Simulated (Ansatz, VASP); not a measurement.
## AlP in VASP and in Ansatz

```xyz
2
Lattice="0.0000 2.8488 2.8488 2.8488 0.0000 2.8488 2.8488 2.8488 0.0000" Properties=species:S:1:pos:R:3 pbc="T T T"
Al    0.0000    0.0000    0.0000
P     1.4244    1.4244    1.4244
```

Change from the starting cell: hydrostatic strain +4.0%.

Alike in both runs: task single point; functional PBE; k mesh 8 × 8 × 8; occupations fermi-dirac, width 0.02 eV; no spin polarisation.

|  | VASP | Ansatz |
| --- | --- | --- |
| version | VASP 6.6.1 | Ansatz 0.2.0 |
| potentials or method | VASP PAW PBE potentials, release 64 (Al, P) | plane waves, PAW |
| plane-wave cutoff (eV) | 500 | 420 |
| valence electrons in the cell | 8 | 8 |

|  | VASP | Ansatz | Ansatz less VASP |
| --- | --- | --- | --- |
| gap on the k mesh at the Fermi level (eV) | 1.80 | 1.80 | +0.001 |
| pressure (GPa) | -6.8 | -6.8 | +0.07 |
